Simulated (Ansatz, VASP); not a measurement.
## Lu: VASP beside Ansatz

```
CELL_PARAMETERS angstrom
3.15974 0.00000 0.00000
0.00000 3.15974 0.00000
0.00000 0.00000 3.15974
ATOMIC_POSITIONS crystal
Lu 0.00000 0.00000 0.00000
```

Alike in both runs: task single point; functional BLYP; k mesh 11 × 11 × 11; occupations fermi-dirac, width 0.1 eV; no spin polarisation.

|  | VASP | Ansatz |
| --- | --- | --- |
| version | VASP 6.6.1 | Ansatz 0.2.0 |
| potentials or method | VASP PAW PBE potentials, release 64 (Lu), cutoff 520 eV | plane waves (420 eV) with PAW, scalar-relativistic |
| valence electrons in the cell | 25 | 25 |

```csv
,VASP,Ansatz,Ansatz less VASP
pressure (GPa),2.6,2.6,-0.08
```

VASP's potentials were made for PBE, not for BLYP.

Neither program's run includes spin-orbit coupling.
